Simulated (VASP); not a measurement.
# SmTa3Cl2 (P3m1) in VASP: further runs, part 2 of 2

VASP 6.6.1.

### Step 3. Relaxation of cell and atoms, PBE

The input, INCAR:

```
PREC     = Accurate       # precision mode
ENCUT    = 500            # plane-wave cutoff, eV
EDIFF    = 1E-7           # SCF threshold, eV
ISMEAR   = 0              # smearing method
SIGMA    = 0.1            # smearing width, eV
LREAL    = F              # projectors in reciprocal space
LASPH    = T              # aspherical terms in the spheres
NELM     = 200            # most SCF steps
ALGO     = Normal         # electronic algorithm
ISIF     = 3              # what is computed and relaxed
LWAVE    = F              # write WAVECAR
LCHARG   = F              # write CHGCAR
GGA      = PE             # functional
IBRION   = 2              # ionic algorithm
NSW      = 80             # ionic steps
EDIFFG   = -0.001         # ionic threshold
GGA_COMPAT= F            
NELMIN   = 4            
LMAXMIX  = 6              # l up to which the mixer works
```

The input, KPOINTS:

```
Automatic mesh
0
Gamma
  6 6 6
```

The input, POSCAR:

```
SmTa3Cl2
1.0
    4.8365769382      0.0000000000      0.0000000000
   -2.4182884691      4.1885984958      0.0000000000
    0.0000000000      0.0000000000      6.6966304252
Sm Ta Cl
1 3 2
Direct
    0.6666666667      0.3333333333      0.9467100725
    0.0000000000      0.0000000000      0.5763324800
    0.3333333333      0.6666666667      0.4615214634
    0.6666666667      0.3333333333      0.4842032530
    0.0000000000      0.0000000000      0.9409811665
    0.3333333333      0.6666666667      0.0902515648
```

Potentials or basis: VASP PAW PBE potentials, release 64 (Sm_3, Ta_pv, Cl), 4f in core.

Run with:

```sh
$ cat potpaw_PBE.64/Sm_3/POTCAR potpaw_PBE.64/Ta_pv/POTCAR potpaw_PBE.64/Cl/POTCAR > POTCAR
$ mpirun -np 1 vasp_std > vasp.out
```

Wall time 19 min (1 thread of Intel Xeon Platinum 8259CL at 2.50GHz (Skylake/Cascade Lake), shared host); peak memory 0.35 GiB.

Results (log left out):

```yaml
Free_energy: -45.1619 eV
Relaxed_volume: 22.60 Å³/atom
Relaxed_cell: a = 4.838 Å, b = 4.838 Å, c = 6.690 Å, α = 90.00°, β = 90.00°, γ = 120.00°
Space_group_after_relaxing_to_0.1_Å: P3m1 (No. 156)
Energy_gained_by_relaxing: 0.0 meV/atom
Ionic_steps: 18
Pressure_after_relaxing: 0.0 GPa
Band_gap_on_the_k_mesh: zero (bands 29 and 30 overlap by 0.83 eV)
```

The path:
| step | energy change (eV) | largest force (eV/Å) | pressure (GPa) | volume (Å³) |
| --- | --- | --- | --- | --- |
| 1 | 0.0000 | 0.0231 | 0.03 | 135.66 |
| 2 | 0.0000 | 0.0106 | -0.03 | 135.75 |
| 3 | 0.0000 | 0.0094 | -0.02 | 135.73 |
| 4 | -0.0001 | 0.0089 | 0.00 | 135.70 |
| 5 | -0.0001 | 0.0093 | 0.04 | 135.64 |
| 6 | -0.0001 | 0.0091 | 0.04 | 135.64 |
| 7 | -0.0001 | 0.0085 | 0.03 | 135.64 |
| 8 | -0.0001 | 0.0071 | 0.02 | 135.64 |
| 9 | -0.0001 | 0.0070 | 0.00 | 135.63 |
| 10 | -0.0001 | 0.0049 | 0.00 | 135.63 |
| 11 | -0.0001 | 0.0032 | 0.00 | 135.62 |
| 12 | -0.0001 | 0.0024 | 0.00 | 135.61 |
| 13 | -0.0001 | 0.0018 | 0.00 | 135.60 |
| 14 | -0.0001 | 0.0014 | 0.02 | 135.58 |
| 15 | -0.0001 | 0.0015 | 0.01 | 135.59 |
| 16 | -0.0001 | 0.0017 | 0.01 | 135.59 |
| 17 | -0.0001 | 0.0018 | 0.01 | 135.59 |
| 18 | -0.0001 | 0.0010 | 0.00 | 135.60 |

Final structure:
```
Sm Ta Cl
1.0
     4.83774    0.00000    0.00000
    -2.41887    4.18961    0.00000
     0.00000    0.00000    6.69014
Sm Ta Cl
1 3 2
Direct
  0.66667 0.33333 0.94790
  0.00000 0.00000 0.57605
  0.33333 0.66667 0.46101
  0.66667 0.33333 0.48450
  0.00000 0.00000 0.94132
  0.33333 0.66667 0.08922
```

Levels at points of the mesh, in eV from the Fermi level:
```csv
k point,band 27,band 28,band 29,band 30,band 31,band 32
"(0.00, 0.00, 0.00)",-1.00,-0.46,0.31,0.31,0.88,0.88
"(0.50, 0.00, 0.00)",-0.87,-0.82,-0.54,-0.41,1.58,1.60
"(0.00, 0.00, 0.50)",-0.99,0.42,0.42,0.49,0.68,0.68
"(0.50, 0.00, 0.50)",-0.90,-0.80,-0.51,0.54,1.01,1.44
```

Caveat: spin-orbit coupling is left out, which moves the levels of the heavy elements; the 4f electrons are frozen in the core, so they carry no moment and show no levels; the run has no spin polarisation, though such a crystal can be magnetic. Spin polarisation is off, so any magnetic state and its effect on volume and gap are missing.

### Step 4. Relaxation of shape and atoms at fixed volume, PBE (23.29 Å³/atom)

This run uses another cell than the first one, of 23.29 Å³/atom.

The input, INCAR:

```
SYSTEM = SmTa3Cl2
PREC = Accurate ; ENCUT = 500
EDIFF = 1E-7 ; ISMEAR = 0
SIGMA = 0.1 ; LREAL = .FALSE.
LASPH = .TRUE. ; NELM = 200
ALGO = Normal ; ISIF = 4
LWAVE = .FALSE. ; LCHARG = .FALSE.
GGA = PE ; IBRION = 2
NSW = 50 ; EDIFFG = -0.01
GGA_COMPAT = .FALSE. ; NELMIN = 4
LMAXMIX = 6
```

The input, KPOINTS:

```
Automatic mesh
0
G
  6 6 6
  0 0 0
```

POSCAR: that of step 3 with these lines changed.

```diff
@@ -2,5 +2,5 @@
 1.0
-    4.8365769382      0.0000000000      0.0000000000
-   -2.4182884691      4.1885984958      0.0000000000
-    0.0000000000      0.0000000000      6.6966304252
+    4.8844669531      0.0000000000      0.0000000000
+   -2.4422334766      4.2300724653      0.0000000000
+    0.0000000000      0.0000000000      6.7629380091
 Sm Ta Cl
```

Run with:

```sh
$ cat potpaw_PBE.64/Sm_3/POTCAR potpaw_PBE.64/Ta_pv/POTCAR potpaw_PBE.64/Cl/POTCAR > POTCAR
$ mpirun -np 1 vasp_std > vasp.out
```

Wall time 19 min (1 thread of Intel Xeon Platinum 8259CL at 2.50GHz (Skylake/Cascade Lake), shared host); peak memory 0.36 GiB.

It converged, with:

* Free energy: -45.1420 eV
* Energy gained by relaxing: 2.3 meV/atom
* Ionic steps: 14
* Pressure after relaxing: -1.6 GPa
* Largest force after relaxing: 0.006 eV/Å
* Band gap on the k mesh: zero (bands 29 and 30 overlap by 0.78 eV)

Forces in eV/Å, atoms in the order of the input:
```
Sm   0.000  0.000 -0.001
Ta   0.000  0.000  0.005
Ta   0.000  0.000 -0.005
Ta   0.000  0.000 -0.001
Cl   0.000  0.000  0.006
Cl   0.000  0.000 -0.004
```

Step by step:
```
step  energy change (eV)  largest force (eV/Å)  pressure (GPa)  volume (Å³)
   1              0.0000                0.1354           -2.74       139.73
   2             -0.0058                0.1500           -2.46       139.73
   3             -0.0085                0.1781           -2.13       139.73
   4             -0.0121                0.0698           -1.92       139.73
   5             -0.0124                0.0416           -1.84       139.73
   6             -0.0129                0.0339           -1.75       139.73
   7             -0.0131                0.0328           -1.64       139.73
   8             -0.0134                0.0379           -1.62       139.73
   9             -0.0136                0.0456           -1.59       139.73
  10             -0.0138                0.0293           -1.58       139.73
  11             -0.0139                0.0137           -1.56       139.73
  12             -0.0139                0.0108           -1.57       139.73
  13             -0.0140                0.0134           -1.58       139.73
  14             -0.0140                0.0063           -1.59       139.73
```

Final structure:
```
Sm Ta Cl
1.0
     4.84339    0.00000    0.00000
    -2.42169    4.19450    0.00000
     0.00000    0.00000    6.87814
Sm Ta Cl
1 3 2
Direct
  0.66667 0.33333 0.94074
  0.00000 0.00000 0.57849
  0.33333 0.66667 0.46226
  0.66667 0.33333 0.48645
  0.00000 0.00000 0.93553
  0.33333 0.66667 0.09653
```

Levels at points of the mesh, in eV from the Fermi level:
```
           k point  band 25  band 26  band 27  band 28  band 29  band 30  band 31  band 32  band 33  band 34
(0.00, 0.00, 0.00)    -1.16    -1.00    -1.00    -0.51     0.32     0.32     0.85     0.85     1.73     2.10
(0.50, 0.00, 0.00)    -1.72    -1.50    -0.85    -0.81    -0.53    -0.35     1.46     1.53     1.97     2.59
(0.00, 0.00, 0.50)    -1.29    -1.00    -1.00     0.42     0.43     0.43     0.67     0.67     1.97     2.16
(0.50, 0.00, 0.50)    -1.46    -1.30    -0.89    -0.82    -0.50     0.51     1.11     1.31     1.61     1.97
```

Caveat: spin-orbit coupling is left out, which moves the levels of the heavy elements; the 4f electrons are frozen in the core, so they carry no moment and show no levels; the run has no spin polarisation, though such a crystal can be magnetic.

### Step 5. Relaxation of shape and atoms at fixed volume, PBE (23.97 Å³/atom)

This run uses another cell than the first one, of 23.97 Å³/atom.

The input, INCAR:

```
PREC = Accurate
ENCUT = 500
EDIFF = 1E-7
ISMEAR = 0
SIGMA = 0.1
LREAL = F
LASPH = T
NELM = 200
ALGO = Normal
ISIF = 4
LWAVE = F
LCHARG = F
GGA = PE
IBRION = 2
NSW = 50
EDIFFG = -0.01
GGA_COMPAT = F
NELMIN = 4
LMAXMIX = 6
```

The input, KPOINTS:

```
Automatic mesh
0
Gamma
  6 6 6
```

The input, POSCAR:

```
SmTa3Cl2
1.0
    4.8880034732      0.0000000000      0.0000000000
   -2.4440017366      4.2331351816      0.0000000000
    0.0000000000      0.0000000000      6.9498492884
Sm Ta Cl
1 3 2
Direct
    0.6666666667      0.3333333333      0.9395786472
    0.0000000000      0.0000000000      0.5789671941
    0.3333333333      0.6666666667      0.4625439607
    0.6666666667      0.3333333333      0.4862641967
    0.0000000000      0.0000000000      0.9355298176
    0.3333333333      0.6666666667      0.0971161838
```

Run with:

```sh
$ cat potpaw_PBE.64/Sm_3/POTCAR potpaw_PBE.64/Ta_pv/POTCAR potpaw_PBE.64/Cl/POTCAR > POTCAR
$ mpirun -np 1 vasp_std > vasp.out
```

Wall time 19 min (1 thread of Intel Xeon Platinum 8259CL at 2.50GHz (Skylake/Cascade Lake), shared host); peak memory 0.36 GiB.

It converged, with:

| Property | Result |
| --- | --- |
| Free energy | -45.0870 eV |
| Energy gained by relaxing | 2.4 meV/atom |
| Ionic steps | 13 |
| Pressure after relaxing | -2.8 GPa |
| Largest force after relaxing | 0.005 eV/Å |
| Band gap on the k mesh | zero (bands 29 and 30 overlap by 0.71 eV) |

Forces on the atoms (eV/Å):
```
Sm   0.000  0.000 -0.003
Ta   0.000  0.000  0.005
Ta   0.000  0.000 -0.002
Ta   0.000  0.000 -0.003
Cl   0.000  0.000  0.003
Cl   0.000  0.000  0.000
```

The path:
| step | energy change (eV) | largest force (eV/Å) | pressure (GPa) | volume (Å³) |
| --- | --- | --- | --- | --- |
| 1 | 0.0000 | 0.1400 | -4.00 | 143.80 |
| 2 | -0.0053 | 0.1449 | -3.74 | 143.80 |
| 3 | -0.0085 | 0.1765 | -3.38 | 143.80 |
| 4 | -0.0121 | 0.0747 | -3.19 | 143.80 |
| 5 | -0.0128 | 0.0447 | -3.07 | 143.80 |
| 6 | -0.0133 | 0.0364 | -2.97 | 143.80 |
| 7 | -0.0135 | 0.0339 | -2.88 | 143.80 |
| 8 | -0.0135 | 0.0328 | -2.84 | 143.80 |
| 9 | -0.0138 | 0.0348 | -2.81 | 143.80 |
| 10 | -0.0140 | 0.0448 | -2.77 | 143.80 |
| 11 | -0.0143 | 0.0251 | -2.75 | 143.80 |
| 12 | -0.0144 | 0.0191 | -2.74 | 143.80 |
| 13 | -0.0145 | 0.0048 | -2.76 | 143.80 |

Final structure:
```
Sm Ta Cl
1.0
     4.84446    0.00000    0.00000
    -2.42223    4.19543    0.00000
     0.00000    0.00000    7.07534
Sm Ta Cl
1 3 2
Direct
  0.66667 0.33333 0.93272
  0.00000 0.00000 0.58102
  0.33333 0.66667 0.46347
  0.66667 0.33333 0.48946
  0.00000 0.00000 0.92996
  0.33333 0.66667 0.10337
```

Levels at points of the mesh, in eV from the Fermi level:
| k point | band 25 | band 26 | band 27 | band 28 | band 29 | band 30 | band 31 | band 32 | band 33 | band 34 |
| --- | --- | --- | --- | --- | --- | --- | --- | --- | --- | --- |
| (0.00, 0.00, 0.00) | -1.16 | -1.00 | -1.00 | -0.53 | 0.31 | 0.31 | 0.81 | 0.81 | 1.62 | 2.14 |
| (0.50, 0.00, 0.00) | -1.69 | -1.46 | -0.85 | -0.81 | -0.52 | -0.30 | 1.33 | 1.46 | 1.81 | 2.45 |
| (0.00, 0.00, 0.50) | -1.34 | -1.01 | -1.01 | 0.37 | 0.41 | 0.41 | 0.66 | 0.66 | 1.75 | 2.16 |
| (0.50, 0.00, 0.50) | -1.48 | -1.38 | -0.88 | -0.85 | -0.49 | 0.48 | 1.19 | 1.19 | 1.54 | 1.84 |

Caveat: spin-orbit coupling is left out, which moves the levels of the heavy elements; the 4f electrons are frozen in the core, so they carry no moment and show no levels; the run has no spin polarisation, though such a crystal can be magnetic. With open d or f shells a metallic result of PBE can be an artefact of self-interaction; +U or a hybrid may open a gap.

### Step 6. Summary

```csv
task,cell,gap on the mesh (eV),pressure (GPa),relaxed volume (Å³/atom)
relaxation of cell and atoms,"relaxed from a = 4.836, b = 4.836, c = 6.700 Å, angles 90.0, 90.0, 120.0°, 6 atoms, atomic positions A",none,0.0,22.59
relaxation of cell and atoms,"relaxed from a = 4.837, b = 4.837, c = 6.697 Å, angles 90.0, 90.0, 120.0°, 6 atoms, atomic positions B",none,0.0,22.60
relaxation of shape and atoms at fixed volume,"relaxed from a = 4.884, b = 4.884, c = 6.763 Å, angles 90.0, 90.0, 120.0°, 6 atoms, atomic positions B",none,-1.6,-
relaxation of shape and atoms at fixed volume,"relaxed from a = 4.888, b = 4.888, c = 6.950 Å, angles 90.0, 90.0, 120.0°, 6 atoms, atomic positions C",none,-2.8,-
```

Alike in all rows: level PBE; potentials or basis VASP PAW PBE potentials, release 64 (Sm_3, Ta_pv, Cl), 4f in core; no spin polarisation; k mesh 6 × 6 × 6; cutoff (eV) 500; smearing gaussian 0.1 eV.

Caveats: spin-orbit coupling is left out, which moves the levels of the heavy elements; the 4f electrons are frozen in the core, so they carry no moment and show no levels; the run has no spin polarisation, though such a crystal can be magnetic.

Total energies depend on the potentials used, so only differences within one code and one set of settings carry meaning.
